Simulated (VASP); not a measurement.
Crystal: Si7Mo.

```
Si Mo
1.0
    -2.42022    2.71244    0.05718
    -2.44946   -2.73876    0.02341
    -0.19962    0.05670    9.11874
Si Mo
7 1
Direct
  0.57911 0.89096 0.74534
  0.10582 0.42755 0.25115
  0.01300 0.51072 0.75130
  0.47569 0.03585 0.24994
  0.29332 0.67190 0.99719
  0.27219 0.20056 0.55990
  0.80179 0.70027 0.45491
  0.81713 0.20414 0.99025
```

- Program: VASP 6.6.1
- Task: relaxation of cell and atoms
- Functional: PBE
- Potentials or basis: VASP PAW PBE potentials, release 64 (Si, Mo_sv)
- Cutoff: 600 eV
- k mesh: 6 × 6 × 4
- Occupations: gaussian, width 0.2 eV
- Spin: no spin polarisation

At the start: pressure 8.3 GPa; volume 15.12 Å³/atom.

**Question.** Where does the relaxation end?

**Answer.** Over 19 steps the energy falls by 121.6 meV/atom and the volume is 15.55 Å³/atom (+2.8 %); space group P1 (No. 1, to 0.1 Å) before, C2 (No. 5, to 0.1 Å).

The path:
```
step  energy change (eV)  largest force (eV/Å)  pressure (GPa)  volume (Å³)
   1              0.0000                4.1904            8.28       120.98
   2             -0.4569                1.2482           -6.73       135.05
   3             -0.7849                0.6965           -2.02       128.49
   4             -0.7852                0.7057           -1.88       128.34
   5             -0.8940                0.5289           -0.06       125.90
   6             -0.9077                0.6557            1.01       124.69
   7             -0.9436                0.2550           -0.21       125.51
   8             -0.9442                0.2308           -0.36       125.63
   9             -0.9591                0.1455           -0.16       125.23
  10             -0.9651                0.1064            0.10       124.77
  11             -0.9679                0.1024           -0.17       124.90
  12             -0.9680                0.1017           -0.23       124.93
  13             -0.9703                0.0738            0.01       124.59
  14             -0.9711                0.0979            0.27       124.25
  15             -0.9723                0.0444           -0.14       124.58
  16             -0.9723                0.0441           -0.14       124.59
  17             -0.9728                0.0293            0.01       124.40
  18             -0.9728                0.0327            0.03       124.37
  19             -0.9730                0.0169            0.00       124.39
```

Final structure:
```
Si Mo
1.0
    -2.45617    2.74494   -0.01261
    -2.45612   -2.74588   -0.00522
    -0.01413   -0.00960    9.22357
Si Mo
7 1
Direct
  0.57584 0.91964 0.74800
  0.07844 0.42614 0.25208
  0.00987 0.49618 0.74933
  0.50148 0.99185 0.25054
  0.31142 0.69009 0.99961
  0.28972 0.20823 0.53935
  0.79122 0.70843 0.46093
  0.80006 0.20139 0.00016
```
